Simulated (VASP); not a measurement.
Runs of VASP 6.6.1 on Zn2SiN. The structure is that of space group P6/mmm (No. 191), or close to it. The cells are those of the table. 

```tsv
task	spin	cell	k mesh	gap on the mesh (eV)	pressure (GPa)	moment (μB)	largest force (eV/Å)
relaxation of cell and atoms	off	relaxed from a = 3.444, b = 3.444, c = 6.058 Å, angles 90.0, 90.0, 120.0°, 4 atoms	6 × 6 × 4	none	-0.1	-	0.02
single point	off	a = 3.444, b = 3.444, c = 6.058 Å, angles 90.0, 90.0, 120.0°, 4 atoms	6 × 6 × 4	none	132.3	-	7.87
single point	collinear, ferromagnetic start	a = 3.444, b = 3.444, c = 6.058 Å, angles 90.0, 90.0, 120.0°, 4 atoms	6 × 6 × 4	none	132.3	0.00	7.88
single point	collinear, ferromagnetic start	a = 2.789, b = 2.789, c = 8.663 Å, angles 90.0, 90.0, 120.0°, 4 atoms	6 × 6 × 2	none	0.6	(b)	0.12
single point	off	a = 2.789, b = 2.789, c = 8.663 Å, angles 90.0, 90.0, 120.0°, 4 atoms	6 × 6 × 4	none	0.4	-	(a)
```

Alike in all rows: level PBE; potentials or basis VASP PAW PBE potentials, release 64 (Zn, Si, N); cutoff (eV) 600; smearing gaussian 0.1 eV.

Fill in the values left out.

(a) 0.07; (b) 0.44.

Caveats: some runs use coarse meshes; forces of over 1 eV/Å act on the atoms, so gaps and moduli don't describe the material at rest (some runs).

A gap of «none» marks levels without a gap at the run's occupations.
